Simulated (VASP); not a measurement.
# Ga (P-1) in VASP: further runs

Runs on Ga. Level: LDA. Tasks: electric field gradients.

Program: VASP 6.6.1. These are calculated values, not measurements. Logs are shortened: lines on timing, memory, paths and dates and some standing lists are left out, and cuts for length are marked.

## (1) The cell of the first run

The typed cell holds 2 atoms: a = 4.275 Å, b = 4.358 Å, c = 3.171 Å, α = 87.81°, β = 91.06°, γ = 140.75°.

## (2) Electric field gradients, LDA (equal xy, yz and zx shear strains of +3 %)

Input file INCAR:

```
SYSTEM = Ga
PREC = Accurate
ENCUT = 520
EDIFF = 1E-8
ISMEAR = -1
SIGMA = 0.08
LREAL = .FALSE.
LASPH = .TRUE.
NELM = 80
ALGO = Normal
ISIF = 2
LWAVE = .FALSE.
LCHARG = .FALSE.
LEFG = .TRUE.
NBANDS = 20
```

Input file KPOINTS:

```
Automatic mesh
0
G
  12 12 10
  0 0 0
```

Input file POSCAR:

```
Ga
1.0
    1.3890250000     -4.0432500000     -0.0392250000
    1.5109750000      4.0867500000      0.0827250000
    0.0475500000      0.0475500000      3.1700000000
Ga
2
Direct
    0.8670000000      0.1330000000      0.2500000000
    0.1330000000      0.8670000000      0.7500000000
```

Potentials or basis: VASP PAW LDA potentials, release 64 (Ga_d).

Run with:

```
$ cat potpaw_LDA.64/Ga_d/POTCAR > POTCAR
$ mpirun -np 1 vasp_std > vasp.out
```

OUTCAR:

```text
SYSTEM = Ga
   PREC = Accurate
   ENCUT = 520
   EDIFF = 1E-8
   ISMEAR = -1
   LREAL = .FALSE.
   LASPH = .TRUE.
   NELM = 80
   ISIF = 2

 ion  position               nearest neighbor table
   1  0.867  0.133  0.250-   2 2.64   2 2.72   2 2.83   2 2.84   2 2.85
   2  0.133  0.867  0.750-   1 2.64   1 2.72   1 2.83   1 2.84   1 2.85

  LATTYP: Found a triclinic cell.
 ALAT       =     2.9006524266
 B/A-ratio  =     2.0218274883
 C/A-ratio  =     1.0931034483
 COS(alpha) =     0.0014684991
 COS(beta)  =     0.0302114049
 COS(gamma) =     0.7209576252

  Lattice vectors:

 A1 = (  -2.9000000000,  -0.0435000000,  -0.0435000000)
 A2 = (  -4.2890250000,   3.9997500000,  -0.0042750000)
 A3 = (  -0.0475500000,  -0.0475500000,  -3.1700000000)

Analysis of symmetry for initial positions (statically):
=====================================================================
 Subroutine PRICEL returns:
 Original cell was already a primitive cell.

 Routine SETGRP: Setting up the symmetry group for a
 triclinic supercell.

 Subroutine GETGRP returns: Found  2 space group operations
 (whereof  2 operations were pure point group operations)
 out of a pool of  2 trial point group operations.

The static configuration has the point symmetry S_2 .

Analysis of symmetry for dynamics (positions and initial velocities):
=====================================================================
 Subroutine PRICEL returns:
 Original cell was already a primitive cell.

 Routine SETGRP: Setting up the symmetry group for a
 triclinic supercell.

 Subroutine GETGRP returns: Found  2 space group operations
 (whereof  2 operations were pure point group operations)
 out of a pool of  2 trial point group operations.

The dynamic configuration has the point symmetry S_2 .

 Subroutine INISYM returns: Found  2 space group operations
 (whereof  2 operations are pure point group operations),
 and found     1 'primitive' translations

----------------------------------------------------------------------------------------

                                     Primitive cell

  volume of cell :      37.3446

  direct lattice vectors                    reciprocal lattice vectors
     1.389025000 -4.043250000 -0.039225000     0.346799092 -0.128154021 -0.003279676
     1.510975000  4.086750000  0.082725000     0.343161975  0.117957552 -0.006916793
     0.047550000  0.047550000  3.170000000    -0.004664000 -0.004664000  0.315597333

  length of vectors
     4.275371284  4.357914001  3.170713170     0.369734796  0.362935211  0.315666252

  position of ions in fractional coordinates (direct lattice)
     0.867000000  0.133000000  0.250000000
     0.133000000  0.867000000  0.750000000

  ion indices of the primitive-cell ions
   primitive index   ion index
                 1           1
                 2           2

----------------------------------------------------------------------------------------

 KPOINTS: Automatic mesh

Automatic generation of k-mesh.
 Grid dimensions read from file:
 generate k-points for:   12   12   10

 Generating k-lattice:

  Cartesian coordinates                     Fractional coordinates (reciprocal lattice)
     0.028899924 -0.010679502 -0.000273306     0.083333333 -0.000000000 -0.000000000
     0.028596831  0.009829796 -0.000576399    -0.000000000  0.083333333  0.000000000
    -0.000466400 -0.000466400  0.031559733    -0.000000000  0.000000000  0.100000000

  Length of vectors
     0.030811233  0.030244601  0.031566625

  Shift w.r.t. Gamma in fractional coordinates (k-lattice)
     0.000000000  0.000000000  0.000000000

 Subroutine IBZKPT returns following result:
 ===========================================

 Found    724 irreducible k-points:

 Following reciprocal coordinates:
            Coordinates               Weight
  0.000000  0.000000  0.000000      1.000000
  0.083333  0.000000  0.000000      2.000000
  0.166667  0.000000 -0.000000      2.000000
  0.250000 -0.000000  0.000000      2.000000
  0.333333  0.000000  0.000000      2.000000
  0.416667  0.000000 -0.000000      2.000000
[... 16 lines left out ...]
  0.250000  0.166667  0.000000      2.000000
  0.333333  0.166667 -0.000000      2.000000
 [... further k-points ...]
   k-points           NKPTS =    724   k-points in BZ     NKDIM =    724   number of bands    NBANDS=     20
   number of dos      NEDOS =    301   number of ions     NIONS =      2
   total plane-waves  NPLWV =  24576
   dimension x,y,z NGX =    32 NGY =   32 NGZ =   24
   dimension x,y,z NGXF=    64 NGYF=   64 NGZF=   48
   ions per type =               2
   NGX,Y,Z   is equivalent  to a cutoff of  12.44, 12.21, 12.58 a.u.
   NGXF,Y,Z  is equivalent  to a cutoff of  24.89, 24.41, 25.17 a.u.
 SYSTEM =  Ga
   PREC   = accura    normal or accurate (medium, high low for compatibility)
   ISTART =      0    job   : 0-new  1-cont  2-samecut
   ICHARG =      2    charge: 1-file 2-atom 10-const
   ISPIN  =      1    spin polarized calculation?
   LNONCOLLINEAR =      F non collinear calculations
   LSORBIT =      F    spin-orbit coupling
   LASPH  =      T    aspherical Exc in radial PAW
   ENCUT  =  520.0 eV  38.22 Ry    6.18 a.u.   7.95  8.10  5.90*2*pi/ulx,y,z
   NELM   =     80;   NELMIN=  2; NELMDL= -5     # of ELM steps
   EDIFF  = 0.1E-07   stopping-criterion for ELM
   LREAL  =      F    real-space projection
   EDIFFG = 0.1E-06   stopping-criterion for IOM
   NSW    =      0    number of steps for IOM
   IBRION =     -1    ionic relax: 0-MD 1-quasi-New 2-CG
   NFREE  =      0    steps in history (QN), initial steepest desc. (CG)
   ISIF   =      2    stress and relaxation
   ISYM   =      2    0-nonsym 1-usesym 2-fastsym
   POTIM  = 0.5000    time-step for ionic-motion
   TEBEG  =    0.0;   TEEND  =   0.0 temperature during run
   PSTRESS=    0.0 pullay stress
   NELECT =      26.0000    total number of electrons
   NUPDOWN=      -1.0000    fix difference up-down
   EMIN   =  10.00;   EMAX   =-10.00  energy-range for DOS
   EFERMI =   0.00;   METHOD = LEGACY
   ISMEAR =    -1;   SIGMA  =   0.08  broadening in eV -4-tet -1-fermi 0-gaus
   EFERMI_NEDOS =   21; number of points for ismear=-14 and -15
   IALGO  =     38    algorithm
   IMIX   =      4    mixing-type and parameters
     AMIX     =   0.40;   BMIX     =  1.00
     AMIX_MAG =   1.60;   BMIX_MAG =  1.00
  volume/ion in A,a.u.               =      18.67       126.01
  Fermi-wavevector in a.u.,A,eV,Ry     =   1.450964  2.741925 28.644317  2.105298
  Thomas-Fermi vector in A             =   2.568516
   LORBIT       =      0    0 simple, 1 ext, 2 COOP (PROOUT), +10 PAW based schemes
   GGA     = CA    functional components
   LHFCALC =     F    Hartree Fock is set to
   AEXX    =    0.0000 exact exchange contribution
   IVDW    =     0    specifies the selected vdW correction
   LEPSILON=     F    determine dielectric tensor
   LRPA    =     F    only Hartree local field effects (RPA)
 non-spin polarized calculation
  energy-cutoff  :      520.00
  volume of cell :       37.34
 maximum number of plane-waves:      1027
   NGX = 15   NGY = 17   NGZ = 11

 number of electron      26.0000002 magnetization

 Free energy of the ion-electron system (eV)
  ---------------------------------------------------
  ext. energy  EPLUGINS =         0.00000000
  ---------------------------------------------------
  free energy    TOTEN  =        -7.10750904 eV

  energy without entropy =       -7.08996689  energy(sigma->0) =       -7.09873796

 E-fermi :   5.3814     XC(G=0): -11.3343

 val. band max:        5.3792290716   @ k =   0.3333   0.4167   0.2000
 cond. band min:       5.3814569272   @ k =   0.0000  -0.1667   0.1000
 fundamental gap:      0.0022278557
 Fermi energy:         5.3814221383

 k-point     1 :       0.0000    0.0000    0.0000
  band No.  band energies     occupation
      1      -9.8767      2.00000
      2      -9.8571      2.00000
      3      -9.7835      2.00000
      4      -9.7688      2.00000
      5      -9.5805      2.00000
      6      -9.5633      2.00000
[... 12 lines left out ...]
     19      16.5242      0.00000
     20      17.2632      0.00000

 k-point     2 :       0.0833    0.0000    0.0000
  band No.  band energies     occupation
      1      -9.8694      2.00000
      2      -9.8525      2.00000
      3      -9.7793      2.00000
      4      -9.7437      2.00000
      5      -9.5880      2.00000
      6      -9.5716      2.00000
[... 12 lines left out ...]
     19      17.3060      0.00000
     20      18.4464      0.00000

 k-point     3 :       0.1667    0.0000   -0.0000
  band No.  band energies     occupation
      1      -9.8498      2.00000
      2      -9.8400      2.00000
      3      -9.7580      2.00000
      4      -9.6943      2.00000
      5      -9.6058      2.00000
      6      -9.5936      2.00000
[... 12 lines left out ...]
     19      17.8504      0.00000
     20      20.5113      0.00000

 k-point     4 :       0.2500   -0.0000    0.0000
  band No.  band energies     occupation
      1      -9.8254      2.00000
      2      -9.8214      2.00000
      3      -9.7325      2.00000
      4      -9.6843      2.00000
      5      -9.6319      2.00000
      6      -9.5753      2.00000
[... 12 lines left out ...]
     19      17.8861      0.00000
     20      20.9563      0.00000

 k-point     5 :       0.3333    0.0000    0.0000
  band No.  band energies     occupation
      1      -9.8087      2.00000
      2      -9.7998      2.00000
      3      -9.7256      2.00000
      4      -9.7029      2.00000
      5      -9.6686      2.00000
      6      -9.5620      2.00000
[... 12 lines left out ...]
     19      17.5690      0.00000
     20      19.1438      0.00000
[... 353 lines left out ...]
      6      -9.6001      2.00000
[... 12 lines left out ...]
     19      18.4477      0.00000
     20      20.7530      0.00000

 k-point    22 :       0.1667    0.1667    0.0000
  band No.  band energies     occupation
      1      -9.8301      2.00000
      2      -9.8102      2.00000
      3      -9.7354      2.00000
      4      -9.6492      2.00000
      5      -9.6354      2.00000
      6      -9.5997      2.00000
[... 12 lines left out ...]
     19      18.4600      0.00000
     20      19.9970      0.00000

 k-point    23 :       0.2500    0.1667    0.0000
  band No.  band energies     occupation
      1      -9.8223      2.00000
      2      -9.7853      2.00000
      3      -9.7657      2.00000
      4      -9.6575      2.00000
      5      -9.6504      2.00000
      6      -9.5998      2.00000
[... 12 lines left out ...]
     19      17.6526      0.00000
     20      18.5613      0.00000

 k-point    24 :       0.3333    0.1667   -0.0000
  band No.  band energies     occupation
      1      -9.8164      2.00000
      2      -9.7863      2.00000
      3      -9.7556      2.00000
      4      -9.6753      2.00000
      5      -9.6554      2.00000
      6      -9.5891      2.00000
[... 12 lines left out ...]
     19      16.4774      0.00000
     20      17.3698      0.00000

 [... further k-points ...]

------------------------ aborting loop because EDIFF is reached ----------------------------------------

  FORCE on cell =-STRESS in cart. coord.  units (eV):
  Direction    XX          YY          ZZ          XY          YZ          ZX
  --------------------------------------------------------------------------------------
  -------------------------------------------------------------------------------------
  Total       -1.3117975     -0.7339597     -0.5073913      0.0177555     -0.1751153      0.0532326
  in kB      -56.2794534    -31.4887424    -21.7683804      0.7617563     -7.5128938      2.2838136
  external PRESSURE =     -36.5121921 kB  Pullay stress =       0.0000000 kB

 VOLUME and BASIS-vectors are now :
 -----------------------------------------------------------------------------
  energy-cutoff  :      520.00
  volume of cell :       37.34
      direct lattice vectors                 reciprocal lattice vectors
     1.389025000 -4.043250000 -0.039225000     0.346799092 -0.128154021 -0.003279676
     1.510975000  4.086750000  0.082725000     0.343161975  0.117957552 -0.006916793
     0.047550000  0.047550000  3.170000000    -0.004664000 -0.004664000  0.315597333

 POSITION                                       TOTAL-FORCE (eV/Angst)
 -----------------------------------------------------------------------------------
      1.41713     -2.95007      0.76949         0.008428      0.178403     -0.029483
      1.53042      3.04112      2.44401        -0.008428     -0.178403      0.029483
 -----------------------------------------------------------------------------------
    total drift:                                0.000000      0.000000     -0.000000

  FREE ENERGIE OF THE ION-ELECTRON SYSTEM (eV)
  ---------------------------------------------------
  free  energy   TOTEN  =        -7.1075090366 eV

  energy  without entropy=       -7.0899668864  energy(sigma->0) =       -7.09873796

 Electric field gradients (V/A^2)
---------------------------------------------------------------------
 ion       V_xx      V_yy      V_zz      V_xy      V_xz      V_yz
---------------------------------------------------------------------
   1      10.577   -26.768    16.191     1.634     1.780     7.324
   2      10.577   -26.768    16.191     1.634     1.780     7.324
---------------------------------------------------------------------

 Electric field gradients after diagonalization (V/A^2)
 (convention: |V_zz| > |V_xx| > |V_yy|)
----------------------------------------------------------------------
 ion       V_xx      V_yy      V_zz     asymmetry (V_yy - V_xx)/ V_zz
----------------------------------------------------------------------
   1      17.962    10.065   -28.028       0.282
   2      17.962    10.065   -28.028       0.282
----------------------------------------------------------------------

           NMR quadrupolar parameters

 Cq : quadrupolar parameter    Cq=e*Q*V_zz/h
 eta: asymmetry parameters     (V_yy - V_xx)/ V_zz
 Q  : nuclear electric quadrupole moment in mb (millibarn)
----------------------------------------------------------------------
 ion       Cq(MHz)       eta       Q (mb)
----------------------------------------------------------------------
   1      -0.068       0.282       1.000
   2      -0.068       0.282       1.000
----------------------------------------------------------------------
```

It took 4.9 min on 1 thread of Intel Xeon Platinum 8259CL at 2.50GHz (Skylake/Cascade Lake), shared host; peak memory 0.49 GiB.

What came out:

```
Free energy                             : -7.1075 eV
Pressure                                : -3.7 GPa
Largest force                           : 0.181 eV/Å
Band gap on the k mesh                  : zero (bands 13 and 14 overlap by 9.20 eV)
Largest electric field gradient by atom : Ga -28.0 V/Å²
```

Forces in eV/Å, atoms in the order of the input:
```
Ga   0.008  0.178 -0.029
Ga  -0.008 -0.178  0.029
```

Levels at points of the mesh, in eV from the Fermi level:
```
           k point  band 10  band 11  band 12  band 13  band 14  band 15  band 16  band 17
(0.00, 0.00, 0.00)   -14.74   -11.23    -2.24    -1.62     2.89     6.70     7.76     8.66
(0.50, 0.00, 0.00)   -14.79    -6.60    -5.39    -1.93    -0.70     6.57     7.01     9.06
(0.00, 0.50, 0.00)   -14.78    -6.85    -5.39    -1.52    -0.16     6.01     6.56     8.48
(0.50, 0.50, 0.00)   -14.80    -9.21    -8.57     5.06     5.78     5.78     7.11     7.20
(0.00, 0.00, 0.50)   -14.81    -7.42    -7.40     1.60     1.96     2.45     2.77     9.86
(0.50, 0.00, 0.50)   -14.78    -2.99    -2.96    -1.63    -1.52     1.18     2.08     3.74
(0.00, 0.50, 0.50)   -14.78    -3.31    -3.21    -1.63    -1.42     2.12     2.13     4.47
(0.50, 0.50, 0.50)   -14.87    -5.86    -5.38    -4.23    -4.13     9.43     9.48    11.01
```

Electric field gradients, principal values (V/Å²):
```csv
atom,least,middle,greatest (by size)
1 Ga,10.065,17.962,-28.028
2 Ga,10.065,17.962,-28.028
```

Caveat: the cell differs from its parent crystal (equal xy, yz and zx shear strains of +3 %); the cell stands under tension; without QUAD_EFG the Cq values of the log hold for a quadrupole moment of 1 mb, not for the nuclei.

[end of part 1 of 2]
